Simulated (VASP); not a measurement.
# HfN (Fm-3m) in VASP: a series of runs, part 3 of 3

VASP 6.6.1. Earlier steps stand in the parts before.

**5. Vibrations by perturbation theory, PBEsol (11.18 Å³/atom)**

This run uses another cell than the first one, of 11.18 Å³/atom.

File INCAR:

```
PREC     = Accurate       # precision mode
ENCUT    = 520            # plane-wave cutoff, eV
EDIFF    = 1E-8           # SCF threshold, eV
ISMEAR   = -1             # smearing method
SIGMA    = 0.15           # smearing width, eV
LREAL    = False          # projectors in reciprocal space
LASPH    = True           # aspherical terms in the spheres
NELM     = 80             # most SCF steps
ALGO     = Normal         # electronic algorithm
ISIF     = 2              # what is computed and relaxed
LWAVE    = False          # write WAVECAR
LCHARG   = True           # write CHGCAR
GGA      = PS             # functional
IBRION   = 8              # ionic algorithm
NSW      = 1              # ionic steps
```

File KPOINTS:

```
Automatic mesh
0
Gamma
  16 16 16
```

File POSCAR:

```
HfN
1.0
    0.0000000000      2.2360530421      2.2360530421
    2.2360530421      0.0000000000      2.2360530421
    2.2360530421      2.2360530421      0.0000000000
Hf N
1 1
Direct
    0.0000000000      0.0000000000      0.0000000000
    0.5000000000      0.5000000000      0.5000000000
```

Potentials or basis: VASP PAW PBE potentials, release 64 (Hf_pv, N).

Command:

```console
$ cat potpaw_PBE.64/Hf_pv/POTCAR potpaw_PBE.64/N/POTCAR > POTCAR
$ mpirun -np 1 vasp_std > vasp.out
```

OUTCAR:

```text
PREC = Accurate
   ENCUT = 520
   EDIFF = 1E-8
   ISMEAR = -1
   LREAL = False
   LASPH = True
   NELM = 80
   ISIF = 2
   GGA = PS
   IBRION = 8
   NSW = 1

 ion  position               nearest neighbor table
   1  0.000  0.000  0.000-   2 2.24   2 2.24   2 2.24   2 2.24   2 2.24   2 2.24
   2  0.500  0.500  0.500-   1 2.24   1 2.24   1 2.24   1 2.24   1 2.24   1 2.24

  LATTYP: Found a face centered cubic cell.
 ALAT       =     4.4721060842

  Lattice vectors:

 A1 = (   0.0000000000,   2.2360530421,   2.2360530421)
 A2 = (   2.2360530421,   0.0000000000,   2.2360530421)
 A3 = (   2.2360530421,   2.2360530421,   0.0000000000)

Analysis of symmetry for initial positions (statically):
=====================================================================
 Subroutine PRICEL returns:
 Original cell was already a primitive cell.

 Routine SETGRP: Setting up the symmetry group for a
 face centered cubic supercell.

 Subroutine GETGRP returns: Found 48 space group operations
 (whereof 48 operations were pure point group operations)
 out of a pool of 48 trial point group operations.

The static configuration has the point symmetry O_h .

Analysis of symmetry for dynamics (positions and initial velocities):
=====================================================================
 Subroutine PRICEL returns:
 Original cell was already a primitive cell.

 Routine SETGRP: Setting up the symmetry group for a
 face centered cubic supercell.

 Subroutine GETGRP returns: Found 48 space group operations
 (whereof 48 operations were pure point group operations)
 out of a pool of 48 trial point group operations.

The dynamic configuration has the point symmetry O_h .

 Subroutine INISYM returns: Found 48 space group operations
 (whereof 48 operations are pure point group operations),
 and found     1 'primitive' translations

----------------------------------------------------------------------------------------

                                     Primitive cell

  volume of cell :      22.3602

  direct lattice vectors                    reciprocal lattice vectors
     0.000000000  2.236053042  2.236053042    -0.223608291  0.223608291  0.223608291
     2.236053042  0.000000000  2.236053042     0.223608291 -0.223608291  0.223608291
     2.236053042  2.236053042  0.000000000     0.223608291  0.223608291 -0.223608291

  length of vectors
     3.162256538  3.162256538  3.162256538     0.387300922  0.387300922  0.387300922

  position of ions in fractional coordinates (direct lattice)
     0.000000000  0.000000000  0.000000000
     0.500000000  0.500000000  0.500000000

  ion indices of the primitive-cell ions
   primitive index   ion index
                 1           1
[... 137 lines left out ...]
      7       5.4540      2.00000
      8       8.0837      1.85860
      9       8.0837      1.85860
     10       8.0837      1.85860
     11      10.4922      0.00000
[... 309 lines left out ...]
 k-point    24 :      -0.0625    0.0625    0.0000
  band No.  band energies     occupation
      1     -22.5744      2.00000
      2     -22.4913      2.00000
      3     -22.4660      2.00000
      4      -8.8918      2.00000
      5       4.4057      2.00000
      6       4.7492      2.00000
      7       5.0808      2.00000
      8       8.2647      1.59460
      9       8.2648      1.59435
     10       8.7324      0.29654
     11      10.6820      0.00000

 [... further k-points ...]

------------------------ aborting loop because EDIFF is reached ----------------------------------------

  FORCE on cell =-STRESS in cart. coord.  units (eV):
  Direction    XX          YY          ZZ          XY          YZ          ZX
  --------------------------------------------------------------------------------------
  -------------------------------------------------------------------------------------
  Total        0.5280340      0.5280340      0.5280340      0.0000000     -0.0000000      0.0000000
  in kB       37.8352098     37.8352098     37.8352098      0.0000000     -0.0000000      0.0000000
  external PRESSURE =      37.8352098 kB  Pullay stress =       0.0000000 kB

 VOLUME and BASIS-vectors are now :
 -----------------------------------------------------------------------------
  energy-cutoff  :      520.00
  volume of cell :       22.36
      direct lattice vectors                 reciprocal lattice vectors
     0.000000000  2.236053042  2.236053042    -0.223608291  0.223608291  0.223608291
     2.236053042  0.000000000  2.236053042     0.223608291 -0.223608291  0.223608291
     2.236053042  2.236053042  0.000000000     0.223608291  0.223608291 -0.223608291

 POSITION                                       TOTAL-FORCE (eV/Angst)
 -----------------------------------------------------------------------------------
      0.00000      0.00000      0.00000         0.000000     -0.000000      0.000000
      2.23605      2.23605      2.23605        -0.000000      0.000000     -0.000000
 -----------------------------------------------------------------------------------
    total drift:                                0.000000     -0.000000     -0.000000

  FREE ENERGIE OF THE ION-ELECTRON SYSTEM (eV)
  ---------------------------------------------------
  free  energy   TOTEN  =       -23.0119874794 eV

  energy  without entropy=      -22.9702107588  energy(sigma->0) =      -22.99109912

[... ionic steps 2 to 3 ...]

--------------------------------------- Ionic step        4  -------------------------------------------

------------------------ aborting loop because EDIFF is reached ----------------------------------------

[... ionic steps 5 to 6 ...]

--------------------------------------- Ionic step        7  -------------------------------------------

 Free energy of the ion-electron system (eV)
  ---------------------------------------------------
  ---------------------------------------------------
  free energy    TOTEN  =        -0.23255432 eV

  energy without entropy =       -0.23255432

------------------------ aborting loop because EDIFF is reached ----------------------------------------

 INTERNAL STRAIN TENSOR  FOR ION    2  DIRECTION 1   (eV/Angst):
 -----------------------------------------------------------------------------
     0.00740  0.00000  0.00000
    -0.00000 -0.00588  0.00000
     0.00000  0.00000 -0.00588

 INTERNAL STRAIN TENSOR FOR ION    2 for displacements in x,y,z  (eV/Angst):
          X           Y           Z          XY          YZ          ZX
  --------------------------------------------------------------------------------
  x     0.00000     0.00000     0.00000     0.00000     0.00000     0.00000
  y     0.00000     0.00000     0.00000     0.00000     0.00000     0.00000
  z     0.00000     0.00000     0.00000     0.00000     0.00000     0.00000

 SECOND DERIVATIVES (NOT SYMMETRIZED)
 ------------------------------------
               1X          1Y          1Z          2X          2Y          2Z
  1X   -13.027113    0.000000    0.000000   13.027113    0.000000    0.000000
  1Y     0.000000  -13.027113    0.000000    0.000000   13.027113    0.000000
  1Z     0.000000    0.000000  -13.027113    0.000000    0.000000   13.027113
  2X    13.038833    0.000000    0.000000  -13.038833    0.000000    0.000000
  2Y     0.000000   13.038833    0.000000    0.000000  -13.038833    0.000000
  2Z     0.000000    0.000000   13.038833    0.000000    0.000000  -13.038833

 Eigenvectors and eigenvalues of the dynamical matrix
 ----------------------------------------------------

   1 f  =   15.666596 THz    98.436123 2PiTHz  522.581379 cm-1    64.791804 meV
             X         Y         Z           dx          dy          dz
      0.000000  0.000000  0.000000     0.269583    0.000000    0.000000
      2.236053  2.236053  2.236053    -0.962977    0.000000    0.000000
[... 21 lines left out ...]
   6 f/i=    0.001829 THz     0.011489 2PiTHz    0.060996 cm-1     0.007562 meV
             X         Y         Z           dx          dy          dz
      0.000000  0.000000  0.000000    -0.937537   -0.171973    0.137017
      2.236053  2.236053  2.236053    -0.262462   -0.048143    0.038358

--------------------------------------------------------------------------------------------------------

 ELASTIC MODULI CONTR FROM IONIC RELAXATION (kBar)
 Direction    XX          YY          ZZ          XY          YZ          ZX
 --------------------------------------------------------------------------------
 XX           0.0000      0.0000      0.0000      0.0000      0.0000      0.0000
 YY           0.0000      0.0000      0.0000      0.0000      0.0000      0.0000
 ZZ           0.0000      0.0000      0.0000      0.0000      0.0000      0.0000
 XY           0.0000      0.0000      0.0000      0.0000      0.0000      0.0000
 YZ           0.0000      0.0000      0.0000      0.0000      0.0000      0.0000
 ZX           0.0000      0.0000      0.0000      0.0000      0.0000      0.0000
 --------------------------------------------------------------------------------
```

Run time: 2.5 min. Hardware: 1 thread of Intel Xeon Platinum 8488C (Sapphire Rapids), shared host; peak memory 0.35 GiB.

Results:

```yaml
Highest_phonon_frequency_at_Γ: 523 cm⁻¹
```

Phonon frequencies in cm⁻¹ (negative: imaginary):
| q point | frequencies |
| --- | --- |
| (0.000, 0.000, 0.000) | 0 0 0 523 523 523 |

Caveat: the cell stands under pressure or tension, which shifts response properties; the PAW data sets were made with another functional, which shifts forces and pressure a little; spin-orbit coupling is left out, which moves the levels of the heavy elements.

**6. Vibrations by perturbation theory, PBEsol**

This run uses another cell than the first one, of 11.41 Å³/atom.

File INCAR:

```
  PREC = Accurate
  ENCUT = 520
  EDIFF = 1E-8
  ISMEAR = -1
  SIGMA = 0.15
  LREAL = F
  LASPH = T
  NELM = 60
  ALGO = Normal
  ISIF = 2
  LWAVE = F
  LCHARG = T
  GGA = PS
  NBANDS = 14
  IBRION = 8
  NSW = 1
```

File KPOINTS:

```
regular mesh
0
Gamma
  16 16 16
```

File POSCAR:

```
HfN
1.0
    0.0000000000      2.2511619669      2.2511619669
    2.2511619669      0.0000000000      2.2511619669
    2.2511619669      2.2511619669      0.0000000000
Hf N
1 1
Direct
    0.0000000000      0.0000000000      0.0000000000
    0.5000000000      0.5000000000      0.5000000000
```

Potentials or basis: VASP PAW PBE potentials, release 64 (Hf_pv, N).

Command:

```console
$ cat potpaw_PBE.64/Hf_pv/POTCAR potpaw_PBE.64/N/POTCAR > POTCAR
$ mpirun -np 1 vasp_std > vasp.out
```

OUTCAR:

```text
PREC = Accurate
   ENCUT = 520
   EDIFF = 1E-8
   ISMEAR = -1
   LREAL = F
   LASPH = T
   NELM = 60
   ISIF = 2
   GGA = PS
   IBRION = 8
   NSW = 1

 ion  position               nearest neighbor table
   1  0.000  0.000  0.000-   2 2.25   2 2.25   2 2.25   2 2.25   2 2.25   2 2.25
   2  0.500  0.500  0.500-   1 2.25   1 2.25   1 2.25   1 2.25   1 2.25   1 2.25

  LATTYP: Found a face centered cubic cell.
 ALAT       =     4.5023239338

  Lattice vectors:

 A1 = (   0.0000000000,   2.2511619669,   2.2511619669)
 A2 = (   2.2511619669,   0.0000000000,   2.2511619669)
 A3 = (   2.2511619669,   2.2511619669,   0.0000000000)

Analysis of symmetry for initial positions (statically):
=====================================================================
 Subroutine PRICEL returns:
 Original cell was already a primitive cell.

 Routine SETGRP: Setting up the symmetry group for a
 face centered cubic supercell.

 Subroutine GETGRP returns: Found 48 space group operations
 (whereof 48 operations were pure point group operations)
 out of a pool of 48 trial point group operations.

The static configuration has the point symmetry O_h .

Analysis of symmetry for dynamics (positions and initial velocities):
=====================================================================
 Subroutine PRICEL returns:
 Original cell was already a primitive cell.

 Routine SETGRP: Setting up the symmetry group for a
 face centered cubic supercell.

 Subroutine GETGRP returns: Found 48 space group operations
 (whereof 48 operations were pure point group operations)
 out of a pool of 48 trial point group operations.

The dynamic configuration has the point symmetry O_h .

 Subroutine INISYM returns: Found 48 space group operations
 (whereof 48 operations are pure point group operations),
 and found     1 'primitive' translations

----------------------------------------------------------------------------------------

                                     Primitive cell

  volume of cell :      22.8166

  direct lattice vectors                    reciprocal lattice vectors
     0.000000000  2.251161967  2.251161967    -0.222107519  0.222107519  0.222107519
     2.251161967  0.000000000  2.251161967     0.222107519 -0.222107519  0.222107519
     2.251161967  2.251161967  0.000000000     0.222107519  0.222107519 -0.222107519

  length of vectors
     3.183623785  3.183623785  3.183623785     0.384701508  0.384701508  0.384701508

  position of ions in fractional coordinates (direct lattice)
     0.000000000  0.000000000  0.000000000
     0.500000000  0.500000000  0.500000000

  ion indices of the primitive-cell ions
   primitive index   ion index
                 1           1
                 2           2

----------------------------------------------------------------------------------------

[... 519 lines left out ...]
      2     -22.7513      2.00000
      3     -22.7279      2.00000
      4      -8.9646      2.00000
      5       4.2589      2.00000
      6       4.6109      2.00000
      7       4.9313      2.00000
      8       8.0903      1.57682
      9       8.0919      1.57330
     10       8.5442      0.30624
     11      10.3960      0.00000
     12      11.2159      0.00000
     13      11.3243      0.00000
     14      18.6648      0.00000

 [... further k-points ...]

------------------------ aborting loop because EDIFF is reached ----------------------------------------

  FORCE on cell =-STRESS in cart. coord.  units (eV):
  Direction    XX          YY          ZZ          XY          YZ          ZX
  --------------------------------------------------------------------------------------
  -------------------------------------------------------------------------------------
  Total       -0.3086565     -0.3086565     -0.3086565     -0.0000000      0.0000000      0.0000000
  in kB      -21.6738396    -21.6738396    -21.6738396     -0.0000000      0.0000000      0.0000000
  external PRESSURE =     -21.6738396 kB  Pullay stress =       0.0000000 kB

 VOLUME and BASIS-vectors are now :
 -----------------------------------------------------------------------------
  energy-cutoff  :      520.00
  volume of cell :       22.82
      direct lattice vectors                 reciprocal lattice vectors
     0.000000000  2.251161967  2.251161967    -0.222107519  0.222107519  0.222107519
     2.251161967  0.000000000  2.251161967     0.222107519 -0.222107519  0.222107519
     2.251161967  2.251161967  0.000000000     0.222107519  0.222107519 -0.222107519

 POSITION                                       TOTAL-FORCE (eV/Angst)
 -----------------------------------------------------------------------------------
      0.00000      0.00000      0.00000        -0.000000     -0.000000      0.000000
      2.25116      2.25116      2.25116         0.000000      0.000000     -0.000000
 -----------------------------------------------------------------------------------
    total drift:                                0.000000     -0.000000     -0.000000

  FREE ENERGIE OF THE ION-ELECTRON SYSTEM (eV)
  ---------------------------------------------------
  free  energy   TOTEN  =       -23.0144528957 eV

  energy  without entropy=      -22.9716558476  energy(sigma->0) =      -22.99305437

[... ionic steps 2 to 3 ...]

--------------------------------------- Ionic step        4  -------------------------------------------

------------------------ aborting loop because EDIFF is reached ----------------------------------------

[... ionic steps 5 to 6 ...]

--------------------------------------- Ionic step        7  -------------------------------------------

 Free energy of the ion-electron system (eV)
  ---------------------------------------------------
  ---------------------------------------------------
  free energy    TOTEN  =        -0.23217064 eV

  energy without entropy =       -0.23217064

------------------------ aborting loop because EDIFF is reached ----------------------------------------

 INTERNAL STRAIN TENSOR  FOR ION    2  DIRECTION 1   (eV/Angst):
 -----------------------------------------------------------------------------
     0.00843  0.00000 -0.00000
     0.00000 -0.00603  0.00000
    -0.00000  0.00000 -0.00603

 INTERNAL STRAIN TENSOR FOR ION    2 for displacements in x,y,z  (eV/Angst):
          X           Y           Z          XY          YZ          ZX
  --------------------------------------------------------------------------------
  x     0.00000     0.00000     0.00000     0.00000     0.00000     0.00000
  y     0.00000     0.00000     0.00000     0.00000     0.00000     0.00000
  z     0.00000     0.00000     0.00000     0.00000     0.00000     0.00000

 SECOND DERIVATIVES (NOT SYMMETRIZED)
 ------------------------------------
               1X          1Y          1Z          2X          2Y          2Z
  1X   -12.034652    0.000000    0.000000   12.034652    0.000000    0.000000
  1Y     0.000000  -12.034652    0.000000    0.000000   12.034652    0.000000
  1Z     0.000000    0.000000  -12.034652    0.000000    0.000000   12.034652
  2X    12.042310    0.000000    0.000000  -12.042310    0.000000    0.000000
  2Y     0.000000   12.042310    0.000000    0.000000  -12.042310    0.000000
  2Z     0.000000    0.000000   12.042310    0.000000    0.000000  -12.042310

 Eigenvectors and eigenvalues of the dynamical matrix
 ----------------------------------------------------

   1 f  =   15.056164 THz    94.600666 2PiTHz  502.219559 cm-1    62.267261 meV
             X         Y         Z           dx          dy          dz
      0.000000  0.000000  0.000000    -0.269616    0.000000    0.000000
      2.251162  2.251162  2.251162     0.962968    0.000000    0.000000
[... 21 lines left out ...]
   6 f/i=    0.001243 THz     0.007812 2PiTHz    0.041475 cm-1     0.005142 meV
             X         Y         Z           dx          dy          dz
      0.000000  0.000000  0.000000     0.000000    0.000000    0.962968
      2.251162  2.251162  2.251162     0.000000    0.000000    0.269616

--------------------------------------------------------------------------------------------------------

 ELASTIC MODULI CONTR FROM IONIC RELAXATION (kBar)
 Direction    XX          YY          ZZ          XY          YZ          ZX
 --------------------------------------------------------------------------------
 XX           0.0000      0.0000      0.0000      0.0000      0.0000      0.0000
 YY           0.0000      0.0000      0.0000      0.0000      0.0000      0.0000
 ZZ           0.0000      0.0000      0.0000      0.0000      0.0000      0.0000
 XY           0.0000      0.0000      0.0000      0.0000      0.0000      0.0000
 YZ           0.0000      0.0000      0.0000      0.0000      0.0000      0.0000
 ZX           0.0000      0.0000      0.0000      0.0000      0.0000      0.0000
 --------------------------------------------------------------------------------
```

OSZICAR:

```text
N       E                     dE             d eps       ncg     rms          rms(c)
DAV:   1     0.369260266982E+02    0.36926E+02   -0.78433E+03  4060   0.101E+03
DAV:   2    -0.237810498406E+02   -0.60707E+02   -0.56995E+02  5374   0.236E+02
DAV:   3    -0.257353062044E+02   -0.19543E+01   -0.19445E+01  4648   0.347E+01
[... 46 lines left out ...]
RMM:   9    -0.232170731398E+00   -0.36521E-07   -0.62876E-09 17862   0.774E-05    0.109E-04
RMM:  10    -0.232170653870E+00    0.77528E-07   -0.31952E-09 18458   0.141E-05    0.125E-05
RMM:  11    -0.232170622835E+00    0.31035E-07   -0.64317E-09 16913   0.459E-06    0.196E-05
RMM:  12    -0.232170638980E+00   -0.16145E-07   -0.31435E-09 15187   0.256E-06    0.247E-06
RMM:  13    -0.232170639382E+00   -0.40174E-09   -0.13076E-09  9889   0.138E-06    0.123E-06
 Linear response finished
```

It took 2.5 min on 1 thread of Intel Xeon Platinum 8488C (Sapphire Rapids), shared host; peak memory 0.38 GiB.

What came out:

| Item | Value |
| --- | --- |
| Highest phonon frequency at Γ | 502 cm⁻¹ |

Phonon frequencies in cm⁻¹ (negative: imaginary):
```
              q point        frequencies
(0.000, 0.000, 0.000)  0 0 0 502 502 502
```

Caveat: the cell stands under pressure or tension, which shifts response properties; the PAW data sets were made with another functional, which shifts forces and pressure a little; spin-orbit coupling is left out, which moves the levels of the heavy elements.
